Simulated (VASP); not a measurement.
A run of VASP 6.6.1 is set up as follows.

File POSCAR:

```
AgI
1.0
    4.6494879769      0.0000000000      0.0000000000
   -2.3247439884      4.0265747026      0.0000000000
    0.0000000000      0.0000000000      7.5985383238
Ag I
2 2
Direct
    0.6666666667      0.3333333333      0.6275184227
    0.3333333333      0.6666666667      0.1275184227
    0.6666666667      0.3333333333      0.0024815773
    0.3333333333      0.6666666667      0.5024815773
```

The input INCAR.step1:

```
PREC = Accurate
ENCUT = 550
ISMEAR = 0
SIGMA = 0.01
LREAL = False
LASPH = True
NELM = 120
GGA = PE
ALGO = Normal
EDIFF = 1E-5
LWAVE = True
LCHARG = False
GGA_COMPAT = False
IBRION = 2
ISIF = 3
EDIFFG = -0.005
NELMIN = 4
NSW = 100
```

INCAR.step2

```
PREC = Accurate
ENCUT = 550
EDIFF = 1E-7
ISMEAR = 0
SIGMA = 0.01
LREAL = False
LASPH = True
NELM = 120
ALGO = Normal
ISIF = 3
LWAVE = False
LCHARG = False
METAGGA = R2SCAN
LMIXTAU = True
IBRION = 2
NSW = 100
EDIFFG = -0.002
PSTRESS = 10.0
ISTART = 1
GGA_COMPAT = False
NELMIN = 4
```

KPOINTS

```
Automatic mesh
0
Gamma
  6 6 4
```

Potentials or basis: VASP PAW PBE potentials, release 64 (Ag, I).

Run with:

```console
$ cat potpaw_PBE.64/Ag/POTCAR potpaw_PBE.64/I/POTCAR > POTCAR
$ cp INCAR.step1 INCAR
$ mpirun -np 1 vasp_std > vasp.out
$ cp INCAR.step2 INCAR
$ mpirun -np 1 vasp_std > vasp.out
```

Question: Estimate the relaxed cell.

Answer: a = 4.592 Å, b = 4.592 Å, c = 7.525 Å, α = 90.00°, β = 90.00°, γ = 120.00°.

Question: What does it give for the space group after relaxing (to 0.1 Å)?

Answer: P6_3mc (No. 186).

Question: What does it give for the band gap on the k mesh?

Answer: 1.83 eV.

Final structure:
```xyz
4
Lattice="4.5915 0.0000 0.0000 -2.2958 3.9764 0.0000 0.0000 0.0000 7.5250" Properties=species:S:1:pos:R:3 pbc="T T T"
Ag    2.2958    1.3255    4.7257
Ag    0.0000    2.6509    0.9633
I     2.2958    1.3255    0.0150
I     0.0000    2.6509    3.7775
```

Caveat: the cell is relaxed towards a set pressure, so the run minimises the enthalpy, not the energy; spin-orbit coupling is left out, which moves the levels of the heavy elements.
